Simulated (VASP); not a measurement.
Here is a VASP 6.6.1 calculation.

File INCAR:

```
SYSTEM = Al
PREC     = Accurate       ! precision mode
ENCUT    = 520            ! plane-wave cutoff, eV
EDIFF    = 1E-7           ! SCF threshold, eV
ISMEAR   = -1             ! smearing method
SIGMA    = 0.15           ! smearing width, eV
LREAL    = .False.        ! projectors in reciprocal space
LASPH    = .True.         ! aspherical terms in the spheres
NELM     = 100            ! most SCF steps
ALGO     = Normal         ! electronic algorithm
ISIF     = 2              ! what is computed and relaxed
LWAVE    = .False.        ! write WAVECAR
LCHARG   = .False.        ! write CHGCAR
NBANDS   = 8              ! bands
```

Contents of KPOINTS:

```
Automatic mesh
0
Gamma
  13 13 13
  0 0 0
```

Contents of POSCAR:

```
Al
1.0
   -1.5932956239      1.5932956239      1.5932956239
    1.5932956239     -1.5932956239      1.5932956239
    1.5932956239      1.5932956239     -1.5932956239
Al
1
Direct
    0.0000000000      0.0000000000      0.0000000000
```

Potentials or basis: VASP PAW LDA potentials, release 64 (Al).

The run is started by

```sh
$ cat potpaw_LDA.64/Al/POTCAR > POTCAR
$ mpirun -np 1 vasp_std > vasp.out
```

Question: Estimate the pressure.

Answer: 0.1 GPa.
